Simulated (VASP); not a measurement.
# Ti (Fm-3m) in VASP: notebook, part 2 of 3

VASP 6.6.1.

### Step 3. Electric field gradients, LDA (17.23 Å³/atom)

This run uses another cell than the first one, of 17.23 Å³/atom.

INCAR reads:

```
PREC = Accurate
ENCUT = 400
EDIFF = 1E-8
ISMEAR = -1
SIGMA = 0.05
LREAL = F
LASPH = T
NELM = 120
ALGO = Normal
ISIF = 2
LWAVE = F
LCHARG = F
LEFG = T
NBANDS = 12
GGA_COMPAT = F
```

KPOINTS reads:

```
Automatic mesh
0
Gamma
  15 15 15
```

POSCAR reads:

```
Ti
1.0
    0.0000000000      2.0501003171      2.0501003171
    2.0501003171      0.0000000000      2.0501003171
    2.0501003171      2.0501003171      0.0000000000
Ti
1
Direct
    0.0000000000      0.0000000000      0.0000000000
```

Potentials or basis: VASP PAW LDA potentials, release 64 (Ti_sv).

Launch:

```console
cat potpaw_LDA.64/Ti_sv/POTCAR > POTCAR
mpirun -np 1 vasp_std > vasp.out
```

OUTCAR:

```text
PREC = Accurate
   ENCUT = 400
   EDIFF = 1E-8
   ISMEAR = -1
   LREAL = F
   LASPH = T
   NELM = 120
   ISIF = 2

 ion  position               nearest neighbor table
   1  0.000  0.000  0.000-

  LATTYP: Found a face centered cubic cell.
 ALAT       =     4.1002006342

  Lattice vectors:

 A1 = (   0.0000000000,   2.0501003171,   2.0501003171)
 A2 = (   2.0501003171,   0.0000000000,   2.0501003171)
 A3 = (   2.0501003171,   2.0501003171,   0.0000000000)

Analysis of symmetry for initial positions (statically):
=====================================================================
 Subroutine PRICEL returns:
 Original cell was already a primitive cell.

 Routine SETGRP: Setting up the symmetry group for a
 face centered cubic supercell.

 Subroutine GETGRP returns: Found 48 space group operations
 (whereof 48 operations were pure point group operations)
 out of a pool of 48 trial point group operations.

The static configuration has the point symmetry O_h .

Analysis of symmetry for dynamics (positions and initial velocities):
=====================================================================
 Subroutine PRICEL returns:
 Original cell was already a primitive cell.

 Routine SETGRP: Setting up the symmetry group for a
 face centered cubic supercell.

 Subroutine GETGRP returns: Found 48 space group operations
 (whereof 48 operations were pure point group operations)
 out of a pool of 48 trial point group operations.

The dynamic configuration has the point symmetry O_h .

 Subroutine INISYM returns: Found 48 space group operations
 (whereof 48 operations are pure point group operations),
 and found     1 'primitive' translations

----------------------------------------------------------------------------------------

                                     Primitive cell

  volume of cell :      17.2328

  direct lattice vectors                    reciprocal lattice vectors
     0.000000000  2.050100317  2.050100317    -0.243890504  0.243890504  0.243890504
     2.050100317  0.000000000  2.050100317     0.243890504 -0.243890504  0.243890504
     2.050100317  2.050100317  0.000000000     0.243890504  0.243890504 -0.243890504

  length of vectors
     2.899279673  2.899279673  2.899279673     0.422430745  0.422430745  0.422430745

  position of ions in fractional coordinates (direct lattice)
     0.000000000  0.000000000  0.000000000

  ion indices of the primitive-cell ions
   primitive index   ion index
                 1           1

----------------------------------------------------------------------------------------

 KPOINTS: Automatic mesh

Automatic generation of k-mesh.
 Grid dimensions read from file:
 generate k-points for:   15   15   15

 Generating k-lattice:

  Cartesian coordinates                     Fractional coordinates (reciprocal lattice)
    -0.016259367  0.016259367  0.016259367     0.066666667  0.000000000  0.000000000
     0.016259367 -0.016259367  0.016259367     0.000000000  0.066666667  0.000000000
     0.016259367  0.016259367 -0.016259367     0.000000000  0.000000000  0.066666667
[... 71 lines left out ...]
   EFERMI =   0.00;   METHOD = LEGACY
   ISMEAR =    -1;   SIGMA  =   0.05  broadening in eV -4-tet -1-fermi 0-gaus
   EFERMI_NEDOS =   21; number of points for ismear=-14 and -15
   IALGO  =     38    algorithm
   IMIX   =      4    mixing-type and parameters
     AMIX     =   0.40;   BMIX     =  1.00
     AMIX_MAG =   1.60;   BMIX_MAG =  1.00
  volume/ion in A,a.u.               =      17.23       116.29
  Fermi-wavevector in a.u.,A,eV,Ry     =   1.451054  2.742094 28.647838  2.105557
  Thomas-Fermi vector in A             =   2.568595
   LORBIT       =      0    0 simple, 1 ext, 2 COOP (PROOUT), +10 PAW based schemes
   GGA     = CA    functional components
   LHFCALC =     F    Hartree Fock is set to
   AEXX    =    0.0000 exact exchange contribution
   IVDW    =     0    specifies the selected vdW correction
   LEPSILON=     F    determine dielectric tensor
   LRPA    =     F    only Hartree local field effects (RPA)
 non-spin polarized calculation
  energy-cutoff  :      400.00
  volume of cell :       17.23
 maximum number of plane-waves:       331
   NGX =  9   NGY =  9   NGZ =  9

 number of electron      11.9999998 magnetization

 Free energy of the ion-electron system (eV)
  ---------------------------------------------------
  ext. energy  EPLUGINS =         0.00000000
  ---------------------------------------------------
  free energy    TOTEN  =        -8.46773979 eV

  energy without entropy =       -8.45312933  energy(sigma->0) =       -8.46043456

 E-fermi :   8.0741     XC(G=0): -11.8231

 val. band max:        8.0693567534   @ k =  -0.3333   0.0667   0.0000
 cond. band min:       8.0848701412   @ k =  -0.4000   0.3333   0.1333
 fundamental gap:      0.0155133879
 Fermi energy:         8.0740810854

 k-point     1 :       0.0000    0.0000    0.0000
  band No.  band energies     occupation
      1     -47.9315      2.00000
      2     -24.1591      2.00000
      3     -24.1591      2.00000
      4     -24.1591      2.00000
      5       2.0575      2.00000
      6       8.9170      0.00000
      7       8.9170      0.00000
      8       8.9170      0.00000
      9      10.5386      0.00000
     10      10.5386      0.00000
     11      23.4602      0.00000
     12      27.8867      0.00000
[... 331 lines left out ...]
 k-point    24 :       0.2000    0.1333    0.0000
  band No.  band energies     occupation
      1     -47.8834      2.00000
      2     -24.3612      2.00000
      3     -24.2217      2.00000
      4     -24.2160      2.00000
      5       3.2837      2.00000
      6       8.1314      0.48212
      7       9.3592      0.00000
      8       9.4299      0.00000
      9       9.8974      0.00000
     10      10.7943      0.00000
     11      23.8946      0.00000
     12      24.6623      0.00000

 [... further k-points ...]

------------------------ aborting loop because EDIFF is reached ----------------------------------------

  FORCE on cell =-STRESS in cart. coord.  units (eV):
  Direction    XX          YY          ZZ          XY          YZ          ZX
  --------------------------------------------------------------------------------------
  -------------------------------------------------------------------------------------
  Total       -0.9223866     -0.9223866     -0.9223866     -0.0000000      0.0000000     -0.0000000
  in kB      -85.7567379    -85.7567379    -85.7567379     -0.0000000      0.0000000     -0.0000000
  external PRESSURE =     -85.7567379 kB  Pullay stress =       0.0000000 kB

 VOLUME and BASIS-vectors are now :
 -----------------------------------------------------------------------------
  energy-cutoff  :      400.00
  volume of cell :       17.23
      direct lattice vectors                 reciprocal lattice vectors
     0.000000000  2.050100317  2.050100317    -0.243890504  0.243890504  0.243890504
     2.050100317  0.000000000  2.050100317     0.243890504 -0.243890504  0.243890504
     2.050100317  2.050100317  0.000000000     0.243890504  0.243890504 -0.243890504

 POSITION                                       TOTAL-FORCE (eV/Angst)
 -----------------------------------------------------------------------------------
      0.00000      0.00000      0.00000        -0.000000     -0.000000     -0.000000
 -----------------------------------------------------------------------------------
    total drift:                                0.000000     -0.000000     -0.000000

  FREE ENERGIE OF THE ION-ELECTRON SYSTEM (eV)
  ---------------------------------------------------
  free  energy   TOTEN  =        -8.4677397851 eV

  energy  without entropy=       -8.4531293260  energy(sigma->0) =       -8.46043456

 Electric field gradients (V/A^2)
---------------------------------------------------------------------
 ion       V_xx      V_yy      V_zz      V_xy      V_xz      V_yz
---------------------------------------------------------------------
   1      -0.000    -0.000    -0.000     0.000     0.000     0.000
---------------------------------------------------------------------

 Electric field gradients after diagonalization (V/A^2)
 (convention: |V_zz| > |V_xx| > |V_yy|)
----------------------------------------------------------------------
 ion       V_xx      V_yy      V_zz     asymmetry (V_yy - V_xx)/ V_zz
----------------------------------------------------------------------
   1      -0.000    -0.000     0.001       0.000
----------------------------------------------------------------------

           NMR quadrupolar parameters

 Cq : quadrupolar parameter    Cq=e*Q*V_zz/h
 eta: asymmetry parameters     (V_yy - V_xx)/ V_zz
 Q  : nuclear electric quadrupole moment in mb (millibarn)
----------------------------------------------------------------------
 ion       Cq(MHz)       eta       Q (mb)
----------------------------------------------------------------------
   1       0.000       0.000       1.000
----------------------------------------------------------------------
```

OSZICAR:

```text
N       E                     dE             d eps       ncg     rms          rms(c)
DAV:   1     0.758980090352E+02    0.75898E+02   -0.56076E+03  2888   0.101E+03
DAV:   2    -0.605293063555E+01   -0.81951E+02   -0.79758E+02  2960   0.268E+02
DAV:   3    -0.944490349435E+01   -0.33920E+01   -0.33609E+01  3828   0.583E+01
DAV:   4    -0.952141202658E+01   -0.76509E-01   -0.76459E-01  3244   0.797E+00
DAV:   5    -0.952330230934E+01   -0.18903E-02   -0.18902E-02  3476   0.107E+00    0.821E+00
DAV:   6    -0.848489462551E+01    0.10384E+01   -0.21441E+00  3128   0.212E+01    0.211E+00
DAV:   7    -0.846382712798E+01    0.21067E-01   -0.90466E-02  3540   0.313E+00    0.122E+00
DAV:   8    -0.846754991179E+01   -0.37228E-02   -0.34497E-02  3004   0.252E+00    0.159E-01
DAV:   9    -0.846773100295E+01   -0.18109E-03   -0.24604E-03  3632   0.575E-01    0.667E-02
DAV:  10    -0.846774662363E+01   -0.15621E-04   -0.24719E-04  3136   0.187E-01    0.897E-03
DAV:  11    -0.846774146578E+01    0.51579E-05   -0.20339E-05  3280   0.662E-02    0.120E-02
DAV:  12    -0.846773976569E+01    0.17001E-05   -0.45652E-06  3224   0.275E-02    0.105E-03
DAV:  13    -0.846773983422E+01   -0.68528E-07   -0.73774E-08  3308   0.301E-03    0.556E-04
DAV:  14    -0.846773978347E+01    0.50744E-07   -0.96421E-09  2396   0.150E-03    0.150E-04
DAV:  15    -0.846773978506E+01   -0.15862E-08   -0.55781E-10  1692   0.243E-04
   1 F= -.84677398E+01 E0= -.84604346E+01  d E =-.146105E-01
```

stdout:

```text
POSCAR found type information on POSCAR Ti
 POSCAR found :  1 types and       1 ions
 scaLAPACK will be used
 LDA part: xc-table for (Slater(with rela. corr.)+CA(PZ))
 , standard interpolation
 POSCAR, INCAR and KPOINTS ok, starting setup
 FFT: planning ... GRIDC
 FFT: planning ... GRID_SOFT
 FFT: planning ... GRID
 WAVECAR not read
 entering main loop
ion   1
```

Run time: 19 s. Hardware: 1 thread of Intel Xeon Platinum 8259CL at 2.50GHz (Skylake/Cascade Lake), shared host; peak memory 0.12 GiB.

Results:

```yaml
Free_energy: -8.4677 eV
Pressure: -8.6 GPa
Band_gap_on_the_k_mesh: zero (bands 6 and 7 overlap by 1.12 eV)
Largest_electric_field_gradient_by_atom: zero within the noise of the run
```

Levels at points of the mesh, in eV from the Fermi level:
```
           k point  band 4  band 5  band 6  band 7  band 8  band 9
(0.00, 0.00, 0.00)  -32.23   -6.02    0.84    0.84    0.84    2.46
```

Caveat: the cell stands under tension.

### Step 4. Electric field gradients, LDA (17.40 Å³/atom)

This run uses another cell than the first one, of 17.40 Å³/atom.

INCAR reads:

```
SYSTEM = Ti
PREC     = Accurate       ! precision mode
ENCUT    = 400            ! plane-wave cutoff, eV
EDIFF    = 1E-8           ! SCF threshold, eV
ISMEAR   = -1             ! smearing method
SIGMA    = 0.05           ! smearing width, eV
LREAL    = .False.        ! projectors in reciprocal space
LASPH    = .True.         ! aspherical terms in the spheres
NELM     = 120            ! most SCF steps
ALGO     = Normal         ! electronic algorithm
ISIF     = 2              ! what is computed and relaxed
LWAVE    = .False.        ! write WAVECAR
LCHARG   = .False.        ! write CHGCAR
LEFG     = .True.       
NBANDS   = 12             ! bands
GGA_COMPAT= .False.
```

KPOINTS reads:

```
Automatic mesh
0
Gamma
  15 15 15
  0 0 0
```

POSCAR reads:

```
Ti
1.0
    0.0000000000      2.0567135898      2.0567135898
    2.0567135898      0.0000000000      2.0567135898
    2.0567135898      2.0567135898      0.0000000000
Ti
1
Direct
    0.0000000000      0.0000000000      0.0000000000
```

Potentials or basis: VASP PAW LDA potentials, release 64 (Ti_sv).

Launch:

```console
cat potpaw_LDA.64/Ti_sv/POTCAR > POTCAR
mpirun -np 1 vasp_std > vasp.out
```

OUTCAR:

```text
SYSTEM = Ti
   PREC = Accurate
   ENCUT = 400
   EDIFF = 1E-8
   ISMEAR = -1
   LREAL = .False.
   LASPH = .True.
   NELM = 120
   ISIF = 2

 ion  position               nearest neighbor table
   1  0.000  0.000  0.000-

  LATTYP: Found a face centered cubic cell.
 ALAT       =     4.1134271796

  Lattice vectors:

 A1 = (   0.0000000000,   2.0567135898,   2.0567135898)
 A2 = (   2.0567135898,   0.0000000000,   2.0567135898)
 A3 = (   2.0567135898,   2.0567135898,   0.0000000000)

Analysis of symmetry for initial positions (statically):
=====================================================================
 Subroutine PRICEL returns:
 Original cell was already a primitive cell.

 Routine SETGRP: Setting up the symmetry group for a
 face centered cubic supercell.

 Subroutine GETGRP returns: Found 48 space group operations
 (whereof 48 operations were pure point group operations)
 out of a pool of 48 trial point group operations.

The static configuration has the point symmetry O_h .
[... 538 lines left out ...]
 -----------------------------------------------------------------------------
  energy-cutoff  :      400.00
  volume of cell :       17.40
      direct lattice vectors                 reciprocal lattice vectors
     0.000000000  2.056713590  2.056713590    -0.243106285  0.243106285  0.243106285
     2.056713590  0.000000000  2.056713590     0.243106285 -0.243106285  0.243106285
     2.056713590  2.056713590  0.000000000     0.243106285  0.243106285 -0.243106285

 POSITION                                       TOTAL-FORCE (eV/Angst)
 -----------------------------------------------------------------------------------
      0.00000      0.00000      0.00000        -0.000000      0.000000      0.000000
 -----------------------------------------------------------------------------------
    total drift:                                0.000000      0.000000      0.000000

  FREE ENERGIE OF THE ION-ELECTRON SYSTEM (eV)
  ---------------------------------------------------
  free  energy   TOTEN  =        -8.4591309139 eV

  energy  without entropy=       -8.4444220707  energy(sigma->0) =       -8.45177649

 Electric field gradients (V/A^2)
---------------------------------------------------------------------
 ion       V_xx      V_yy      V_zz      V_xy      V_xz      V_yz
---------------------------------------------------------------------
   1      -0.000     0.000    -0.000     0.000     0.000     0.000
---------------------------------------------------------------------

 Electric field gradients after diagonalization (V/A^2)
 (convention: |V_zz| > |V_xx| > |V_yy|)
----------------------------------------------------------------------
 ion       V_xx      V_yy      V_zz     asymmetry (V_yy - V_xx)/ V_zz
----------------------------------------------------------------------
   1      -0.000    -0.000     0.000       0.000
----------------------------------------------------------------------

           NMR quadrupolar parameters

 Cq : quadrupolar parameter    Cq=e*Q*V_zz/h
 eta: asymmetry parameters     (V_yy - V_xx)/ V_zz
 Q  : nuclear electric quadrupole moment in mb (millibarn)
----------------------------------------------------------------------
 ion       Cq(MHz)       eta       Q (mb)
----------------------------------------------------------------------
   1       0.000       0.000       1.000
----------------------------------------------------------------------
```

stdout:

```text
POSCAR found type information on POSCAR Ti
 POSCAR found :  1 types and       1 ions
 scaLAPACK will be used
 LDA part: xc-table for (Slater(with rela. corr.)+CA(PZ))
 , standard interpolation
 POSCAR, INCAR and KPOINTS ok, starting setup
 FFT: planning ... GRIDC
 FFT: planning ... GRID_SOFT
 FFT: planning ... GRID
 WAVECAR not read
 entering main loop
ion   1
```

It took 19 s on 1 thread of Intel Xeon Platinum 8259CL at 2.50GHz (Skylake/Cascade Lake), shared host; peak memory 0.12 GiB.

Results:

* Free energy: -8.4591 eV
* Pressure: -9.5 GPa
* Band gap on the k mesh: zero (bands 6 and 7 overlap by 1.12 eV)
* Largest electric field gradient by atom: zero within the noise of the run

Levels at points of the mesh, in eV from the Fermi level:
```csv
k point,band 3,band 4,band 5,band 6,band 7,band 8,band 9,band 10
"(0.00, 0.00, 0.00)",-32.26,-32.26,-5.99,0.84,0.84,0.84,2.44,2.44
```

Caveat: the cell stands under tension.

[end of part 2 of 3]
